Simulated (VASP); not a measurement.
Input of a VASP 6.6.1 run:

Contents of INCAR:

```
SYSTEM = CdSe
  ALGO = Normal
  EDIFF = 1E-7
  ENCUT = 520
  GGA = PS
  ISIF = 2
  ISMEAR = 0
  LASPH = .TRUE.
  LCHARG = .FALSE.
  LREAL = .FALSE.
  LWAVE = .FALSE.
  NBANDS = 16
  NELM = 80
  PREC = Accurate
  SIGMA = 0.05
```

KPOINTS

```
k-points
0
G
  10 10 10
  0 0 0
```

The input POSCAR:

```
CdSe
1.0
    0.0000000000      3.0265152138      3.0265152138
    3.0265152138      0.0000000000      3.0265152138
    2.9470187475      2.9470187475      0.0794964663
Cd Se
1 1
Direct
    0.0000000000      0.0000000000      0.0000000000
    0.7500000000      0.7500000000      0.7500000000
```

Potentials or basis: VASP PAW PBE potentials, release 64 (Cd, Se).

Launch:

```console
$ cat potpaw_PBE.64/Cd/POTCAR potpaw_PBE.64/Se/POTCAR > POTCAR
$ mpirun -np 1 vasp_std > vasp.out
```

(1) Estimate the band gap on the k mesh.

(2) Predict the pressure.

(3) What does it give for the largest force?

## Answers

(1) 0.53 eV, direct.

(2) 3.8 GPa.

(3) 0.450 eV/Å.

Caveat: the PAW data sets were made with another functional, which shifts forces and pressure a little.
